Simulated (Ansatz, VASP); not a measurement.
## Mo: VASP beside Ansatz

Contents of INCAR:

```
SYSTEM = Mo
PREC = Accurate ; ENCUT = 520
EDIFF = 1E-7 ; ISMEAR = -1
SIGMA = 0.1 ; LREAL = .FALSE.
LASPH = .TRUE. ; NELM = 80
ALGO = Normal ; ISIF = 2
LWAVE = .FALSE. ; LCHARG = .TRUE.
GGA = RE ; LELF = .TRUE.
LVHAR = .TRUE. ; NBANDS = 13
```

KPOINTS

```
regular mesh
0
G
  15 15 15
  0 0 0
```

File POSCAR:

```
Mo
1.0
    0.0000000000      1.9811899823      1.9811899823
    1.9811899823      0.0000000000      1.9811899823
    1.9811899823      1.9811899823      0.0000000000
Mo
1
Direct
    0.0000000000      0.0000000000      0.0000000000
```

Input for Ansatz:

```yaml
crystal:
  lattice:
    - [0.0, 1.9811899823, 1.9811899823]
    - [1.9811899823, 0.0, 1.9811899823]
    - [1.9811899823, 1.9811899823, 0.0]
  atoms:
    - { symbol: Mo, position: [0.0, 0.0, 0.0] }
hamiltonian:
  xc: revpbe
  pseudopotentials:
    kind: paw
    azcp:
      Mo: "pseudopotentials/Mo.paw.azcp"
basis:
  ecutwfc: 420
  fft_grid_basis: typed
kpoints:
  mp_grid: { grid: [15, 15, 15], shift: [0, 0, 0] }
magnetization:
  spin_polarized: false
scf:
  occupations: { method: fermi_dirac, width: 0.1 }
  lower_state_search: "off"
output:
  stress: true
```

Alike in both runs: task single point; functional revPBE; k mesh 15 × 15 × 15; occupations fermi-dirac, width 0.1 eV; no spin polarisation.

|  | VASP | Ansatz |
| --- | --- | --- |
| version | VASP 6.6.1 | Ansatz 0.2.0 |
| potentials or method | VASP PAW PBE potentials, release 64 (Mo_sv), cutoff 520 eV | plane waves (420 eV) with PAW, scalar-relativistic |
| valence electrons in the cell | 14 | 14 |

Ansatz gave:

| Item | Value |
| --- | --- |
| pressure (GPa) | 10.6 |

Q: Which values does VASP return?

A: Pressure (GPa): 11.1.

VASP's potentials were made for PBE, not for revPBE. The functional is the same, so the differences come from potentials, cutoffs and numerics.
